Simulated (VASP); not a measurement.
**Cu: single point with r2SCAN**

Cu:

```
CELL_PARAMETERS angstrom
0.00000 1.78813 1.78813
1.78813 0.00000 1.78813
1.78813 1.78813 0.00000
ATOMIC_POSITIONS crystal
Cu 0.00000 0.00000 0.00000
```

```yaml
Program: VASP 6.6.1
Task: single point
Functional: r2SCAN
Potentials_or_basis: VASP PAW PBE potentials, release 64 (Cu)
Cutoff: 520 eV
k_mesh: 15 × 15 × 15
Occupations: gaussian, width 0.6 eV
Spin: no spin polarisation
Dipole_correction: no
Further_INCAR_settings: ALGO = Normal; EDIFF = 1e-06; NBANDS = 12
```

| Property | Result |
| --- | --- |
| Pressure | 0.7 GPa |

Levels at points of the mesh, in eV from the Fermi level:
```
           k point  band 3  band 4  band 5  band 6  band 7  band 8  band 9  band 10
(0.00, 0.00, 0.00)   -3.28   -3.28   -2.42   -2.42   23.62   26.91   26.91    26.91
```

Run time: 61 s on 1 thread of Intel Xeon 6975P-C, on a shared host, peak memory 0.14 GiB.

Caveat: the PAW data sets were made with another functional, which shifts forces and pressure a little.
